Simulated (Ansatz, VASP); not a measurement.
# One calculation of ZrB2, two programs

```xyz
3
Lattice="3.1328 0.0000 0.0000 -1.5664 2.7131 0.0000 0.0000 0.0000 3.4888" Properties=species:S:1:pos:R:3 pbc="T T T"
Zr    0.0000    0.0000    0.0000
B     0.0000    1.8087    1.7444
B     1.5664    0.9044    1.7444
```

Alike in both runs: functional LDA; k mesh 18 × 18 × 12; occupations gaussian, width 0.1 eV; no spin polarisation.

Ansatz relaxed the structure, and its values are those at the end. VASP's run is a single point on that final structure, the one shown.

|  | VASP | Ansatz |
| --- | --- | --- |
| version | VASP 6.6.1 | Ansatz 0.2.0 |
| potentials or method | VASP PAW LDA potentials, release 64 (Zr_sv, B), cutoff 520 eV | scalar-relativistic, plane waves, PAW |
| valence electrons in the cell | 18 | 18 |

|  | VASP | Ansatz | Ansatz less VASP |
| --- | --- | --- | --- |
| gap on the k mesh at the Fermi level (eV) | none | none | - |
| pressure (GPa) | 0.5 | 0.0 | -0.51 |

LDA's correlation is that of Perdew and Zunger in VASP and of Perdew and Wang (1992) in Ansatz. A gap of «none» marks a metal or a gap that the smearing closes.
